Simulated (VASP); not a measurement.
# Ge (P-3m1) in VASP: relaxation of cell and atoms with PBE+D3(BJ)

Aim: the relaxation of cell and atoms of Ge with PBE+D3(BJ).

Program: VASP 6.6.1. These are calculated values, not measurements. Logs are shortened: lines on timing, memory, paths and dates and some standing lists are left out, and cuts for length are marked.

## 1. The cell of the first run

The structure is trigonal, space group P-3m1 (No. 164). Conventional cell: a = 4.101 Å, b = 4.101 Å, c = 3.302 Å, α = 90.00°, β = 90.00°, γ = 120.00°. Ge (site symmetry 3m) has 8 Ge at 2.56 to 3.32 Å within 3.4 Å.

## 2. Relaxation of cell and atoms, PBE+D3(BJ)

The input, INCAR:

```
PREC = Accurate
ENCUT = 600
EDIFF = 1E-6
ISMEAR = 0
SIGMA = 0.1
LREAL = False
LASPH = True
NELM = 80
ALGO = Normal
ISIF = 3
LWAVE = False
LCHARG = False
GGA = PE
IVDW = 12
IBRION = 2
NSW = 100
EDIFFG = -0.01
```

The input, KPOINTS:

```
Automatic mesh
0
Gamma
  15 15 16
```

The input, POSCAR:

```
Ge
1.0
    4.1006093387      0.0000000000      0.0000000000
   -2.0503046694      3.5512318583      0.0000000000
    0.0000000000      0.0000000000      3.3015359317
Ge
2
Direct
    0.6666666667      0.3333333333      0.1483463282
    0.3333333333      0.6666666667      0.8516536718
```

Potentials or basis: VASP PAW PBE potentials, release 64 (Ge_d).

Started as:

```console
$ cat potpaw_PBE.64/Ge_d/POTCAR > POTCAR
$ mpirun -np 1 vasp_std > vasp.out
```

OUTCAR:

```text
PREC = Accurate
   ENCUT = 600
   EDIFF = 1E-6
   ISMEAR = 0
   LREAL = False
   LASPH = True
   NELM = 80
   ISIF = 3
   GGA = PE
   IVDW = 12
   IBRION = 2
   NSW = 100
   EDIFFG = -0.01
 IVDW          = 12

 ion  position               nearest neighbor table
   1  0.667  0.333  0.148-   2 2.56   2 2.56   2 2.56
   2  0.333  0.667  0.852-   1 2.56   1 2.56   1 2.56

  LATTYP: Found a hexagonal cell.
 ALAT       =     4.1006093387
 C/A-ratio  =     0.8051330080

  Lattice vectors:

 A1 = (   4.1006093387,   0.0000000000,   0.0000000000)
 A2 = (  -2.0503046694,   3.5512318583,   0.0000000000)
 A3 = (   0.0000000000,   0.0000000000,   3.3015359317)

Analysis of symmetry for initial positions (statically):
=====================================================================
 Subroutine PRICEL returns:
 Original cell was already a primitive cell.

 Routine SETGRP: Setting up the symmetry group for a
 hexagonal supercell.

 Subroutine GETGRP returns: Found 12 space group operations
 (whereof 12 operations were pure point group operations)
 out of a pool of 24 trial point group operations.

The static configuration has the point symmetry D_3d.

Analysis of symmetry for dynamics (positions and initial velocities):
=====================================================================
 Subroutine PRICEL returns:
 Original cell was already a primitive cell.

 Routine SETGRP: Setting up the symmetry group for a
 hexagonal supercell.

 Subroutine GETGRP returns: Found 12 space group operations
 (whereof 12 operations were pure point group operations)
 out of a pool of 24 trial point group operations.

The dynamic configuration has the point symmetry D_3d.

 Subroutine INISYM returns: Found 12 space group operations
 (whereof 12 operations are pure point group operations),
 and found     1 'primitive' translations

----------------------------------------------------------------------------------------

                                     Primitive cell

  volume of cell :      48.0777

  direct lattice vectors                    reciprocal lattice vectors
     4.100609339  0.000000000  0.000000000     0.243866196  0.140796214  0.000000000
    -2.050304669  3.551231858  0.000000000     0.000000000  0.281592428  0.000000000
     0.000000000  0.000000000  3.301535932     0.000000000  0.000000000  0.302889328

  length of vectors
     4.100609339  4.100609339  3.301535932     0.281592428  0.281592428  0.302889328

  position of ions in fractional coordinates (direct lattice)
     0.666666667  0.333333333  0.148346328
     0.333333333  0.666666667  0.851653672

  ion indices of the primitive-cell ions
   primitive index   ion index
                 1           1
                 2           2

----------------------------------------------------------------------------------------

 KPOINTS: Automatic mesh

Automatic generation of k-mesh.
 Grid dimensions read from file:
 generate k-points for:   15   15   16

 Generating k-lattice:

  Cartesian coordinates                     Fractional coordinates (reciprocal lattice)
     0.016257746  0.009386414  0.000000000     0.066666667  0.000000000  0.000000000
     0.000000000  0.018772829  0.000000000     0.000000000  0.066666667  0.000000000
     0.000000000  0.000000000  0.018930583     0.000000000  0.000000000  0.062500000

  Length of vectors
     0.018772829  0.018772829  0.018930583

  Shift w.r.t. Gamma in fractional coordinates (k-lattice)
     0.000000000  0.000000000  0.000000000

 Subroutine IBZKPT returns following result:
 ===========================================

 Found    376 irreducible k-points:

 Following reciprocal coordinates:
            Coordinates               Weight
  0.000000  0.000000  0.000000      1.000000
  0.066667 -0.000000  0.000000      6.000000
  0.133333  0.000000  0.000000      6.000000
  0.200000 -0.000000  0.000000      6.000000
  0.266667  0.000000  0.000000      6.000000
  0.333333  0.000000  0.000000      6.000000
[... 16 lines left out ...]
  0.333333  0.200000  0.000000     12.000000
  0.400000  0.200000  0.000000      6.000000
 [... further k-points ...]
   k-points           NKPTS =    376   k-points in BZ     NKDIM =    376   number of bands    NBANDS=     18
   number of dos      NEDOS =    301   number of ions     NIONS =      2
   total plane-waves  NPLWV =  36288
   dimension x,y,z NGX =    36 NGY =   36 NGZ =   28
   dimension x,y,z NGXF=    72 NGYF=   72 NGZF=   56
   ions per type =               2
   NGX,Y,Z   is equivalent  to a cutoff of  14.60, 14.60, 14.10 a.u.
   NGXF,Y,Z  is equivalent  to a cutoff of  29.19, 29.19, 28.20 a.u.
 SYSTEM =  unknown system
   PREC   = accura    normal or accurate (medium, high low for compatibility)
   ISTART =      0    job   : 0-new  1-cont  2-samecut
   ICHARG =      2    charge: 1-file 2-atom 10-const
   ISPIN  =      1    spin polarized calculation?
   LNONCOLLINEAR =      F non collinear calculations
   LSORBIT =      F    spin-orbit coupling
   LASPH  =      T    aspherical Exc in radial PAW
   ENCUT  =  600.0 eV  44.10 Ry    6.64 a.u.   8.19  8.19  6.59*2*pi/ulx,y,z
   NELM   =     80;   NELMIN=  2; NELMDL= -5     # of ELM steps
   EDIFF  = 0.1E-05   stopping-criterion for ELM
   LREAL  =      F    real-space projection
   EDIFFG = -.1E-01   stopping-criterion for IOM
   NSW    =    100    number of steps for IOM
   IBRION =      2    ionic relax: 0-MD 1-quasi-New 2-CG
   NFREE  =      1    steps in history (QN), initial steepest desc. (CG)
   ISIF   =      3    stress and relaxation
   ISYM   =      2    0-nonsym 1-usesym 2-fastsym
   POTIM  = 0.5000    time-step for ionic-motion
   TEBEG  =    0.0;   TEEND  =   0.0 temperature during run
   PSTRESS=    0.0 pullay stress
   NELECT =      28.0000    total number of electrons
   NUPDOWN=      -1.0000    fix difference up-down
   EMIN   =  10.00;   EMAX   =-10.00  energy-range for DOS
   EFERMI =   0.00;   METHOD = LEGACY
   ISMEAR =     0;   SIGMA  =   0.10  broadening in eV -4-tet -1-fermi 0-gaus
   EFERMI_NEDOS =   21; number of points for ismear=-14 and -15
   IALGO  =     38    algorithm
   IMIX   =      4    mixing-type and parameters
     AMIX     =   0.40;   BMIX     =  1.00
     AMIX_MAG =   1.60;   BMIX_MAG =  1.00
  volume/ion in A,a.u.               =      24.04       162.22
  Fermi-wavevector in a.u.,A,eV,Ry     =   1.367140  2.583520 25.430269  1.869072
  Thomas-Fermi vector in A             =   2.493219
   LORBIT       =      0    0 simple, 1 ext, 2 COOP (PROOUT), +10 PAW based schemes
   GGA     = PE    functional components
   LHFCALC =     F    Hartree Fock is set to
   AEXX    =    0.0000 exact exchange contribution
   IVDW    =    12    specifies the selected vdW correction
   LEPSILON=     F    determine dielectric tensor
   LRPA    =     F    only Hartree local field effects (RPA)
 conjugate gradient relaxation of ions
 non-spin polarized calculation
 Gauss-broadening in eV      SIGMA  =   0.10
  energy-cutoff  :      600.00
  volume of cell :       48.08
 maximum number of plane-waves:      1663
 NGX is ok and might be reduce to    36
   NGX = 17   NGY = 17   NGZ = 13

--------------------------------------- Ionic step        1  -------------------------------------------

 number of electron      28.0000009 magnetization

 Free energy of the ion-electron system (eV)
  ---------------------------------------------------
  ext. energy  EPLUGINS =         0.00000000
  ---------------------------------------------------
  free energy    TOTEN  =        -8.42619878 eV

  energy without entropy =       -8.42141111  energy(sigma->0) =       -8.42380495

------------------------ aborting loop because EDIFF is reached ----------------------------------------

 Edisp (eV)   -0.62421

 E8    (eV) :    -0.2768

  FORCE on cell =-STRESS in cart. coord.  units (eV):
  Direction    XX          YY          ZZ          XY          YZ          ZX
  --------------------------------------------------------------------------------------
  -------------------------------------------------------------------------------------
  Total      -0.04703    -0.04703     0.21086     0.00000     0.00000     0.00000
  in kB      -1.56742    -1.56742     7.02672     0.00000     0.00000     0.00000
  external pressure =        1.30 kB  Pullay stress =        0.00 kB
[... 97 lines left out ...]
  FREE ENERGIE OF THE ION-ELECTRON SYSTEM (eV)
  ---------------------------------------------------
  free  energy   TOTEN  =        -9.0520236406 eV

  energy  without entropy=       -9.0470346242  energy(sigma->0) =       -9.04952913

[... ionic steps 4 to 12 ...]

--------------------------------------- Ionic step       13  -------------------------------------------

 number of electron      28.0000007 magnetization

------------------------ aborting loop because EDIFF is reached ----------------------------------------

 Edisp (eV)   -0.63363

 E8    (eV) :    -0.2812
[... 69 lines left out ...]
  energy  without entropy=       -9.0488861465  energy(sigma->0) =       -9.05117919

--------------------------------------- Ionic step       15  -------------------------------------------

 number of electron      28.0000007 magnetization

 Free energy of the ion-electron system (eV)
  ---------------------------------------------------
  ext. energy  EPLUGINS =         0.00000000
  ---------------------------------------------------
  free energy    TOTEN  =        -8.41986894 eV

  energy without entropy =       -8.41528102  energy(sigma->0) =       -8.41757498

 E-fermi :   4.1524     XC(G=0):  -9.8122

 val. band max:        4.1516603542   @ k =  -0.2000  -0.4667   0.1875
 cond. band min:       4.1553247903   @ k =   0.2000   0.1333   0.1250
 fundamental gap:      0.0036644360
 Fermi energy:         4.1523553719

 k-point     1 :       0.0000    0.0000    0.0000
  band No.  band energies     occupation
      1     -20.3734      2.00000
      2     -20.3734      2.00000
      3     -20.3218      2.00000
      4     -20.3058      2.00000
      5     -20.3058      2.00000
      6     -20.3028      2.00000
[... 10 lines left out ...]
     17       7.2167      0.00000
     18       7.4783      0.00000
[... 466 lines left out ...]
      2     -20.3690      2.00000
      3     -20.3582      2.00000
      4     -20.2777      2.00000
      5     -20.2598      2.00000
      6     -20.2477      2.00000
[... 10 lines left out ...]
     17      10.3936      0.00000
     18      12.0727      0.00000

 [... further k-points ...]

------------------------ aborting loop because EDIFF is reached ----------------------------------------

 Edisp (eV)   -0.63361

 E8    (eV) :    -0.2812

  FORCE on cell =-STRESS in cart. coord.  units (eV):
  Direction    XX          YY          ZZ          XY          YZ          ZX
  --------------------------------------------------------------------------------------
  -------------------------------------------------------------------------------------
  Total       0.01724     0.01724     0.00080    -0.00000    -0.00000    -0.00000
  in kB       0.57330     0.57330     0.02659    -0.00000    -0.00000    -0.00000
  external pressure =        0.39 kB  Pullay stress =        0.00 kB
[... 17 lines left out ...]
  FREE ENERGIE OF THE ION-ELECTRON SYSTEM (eV)
  ---------------------------------------------------
  free  energy   TOTEN  =        -9.0534764221 eV

  energy  without entropy=       -9.0488885042  energy(sigma->0) =       -9.05118246

 reached required accuracy - stopping structural energy minimisation
```

It took 57 min on 1 thread of Intel Xeon 8259CL, shared host; peak memory 0.48 GiB.

Results:

| Item | Value |
| --- | --- |
| Free energy | -9.0535 eV |
| Relaxed volume | 24.09 Å³/atom |
| Relaxed cell | a = 4.089 Å, b = 4.089 Å, c = 3.327 Å, α = 90.00°, β = 90.00°, γ = 120.00° |
| Space group after relaxing (to 0.1 Å) | P-3m1 (No. 164) |
| Energy gained by relaxing | 1.5 meV/atom |
| Ionic steps | 15 |
| Pressure after relaxing | 0.0 GPa |
| Largest force after relaxing | 0.007 eV/Å |
| Band gap on the k mesh | zero (bands 14 and 15 overlap by 5.68 eV) |
| Dispersion energy per atom | -0.317 eV |

Forces on the atoms (eV/Å):
```
Ge   0.000  0.000  0.007
Ge   0.000  0.000 -0.007
```

Step by step:
```tsv
step	energy change (eV)	largest force (eV/Å)	pressure (GPa)	volume (Å³)
1	0.0000	0.0823	0.13	48.08
2	-0.0014	0.0665	-0.42	48.21
3	-0.0016	0.0623	-0.14	48.25
4	-0.0019	0.0556	-0.48	48.31
5	-0.0024	0.0397	-0.09	48.10
6	-0.0025	0.0309	0.45	47.99
7	-0.0025	0.0375	0.08	48.05
8	-0.0025	0.0350	0.13	48.04
9	-0.0026	0.0289	0.10	48.06
10	-0.0028	0.0105	-0.07	48.13
11	-0.0029	0.0016	0.05	48.08
12	-0.0030	0.0059	0.14	48.05
13	-0.0031	0.0067	-0.15	48.18
14	-0.0031	0.0057	0.14	48.16
15	-0.0031	0.0068	0.04	48.17
```

Final structure:
```
CELL_PARAMETERS angstrom
4.08852 0.00000 0.00000
-2.04426 3.54076 0.00000
0.00000 0.00000 3.32748
ATOMIC_POSITIONS crystal
Ge 0.66667 0.33333 0.14034
Ge 0.33333 0.66667 0.85966
```

Levels at points of the mesh, in eV from the Fermi level:
| k point | band 10 | band 11 | band 12 | band 13 | band 14 | band 15 | band 16 | band 17 | band 18 |
| --- | --- | --- | --- | --- | --- | --- | --- | --- | --- |
| (0.00, 0.00, 0.00) | -24.30 | -11.84 | -2.47 | -0.97 | -0.97 | 2.47 | 3.06 | 3.06 | 3.33 |
| (0.00, 0.00, 0.50) | -24.30 | -10.03 | -6.20 | 0.48 | 0.48 | 0.92 | 2.87 | 3.95 | 3.95 |
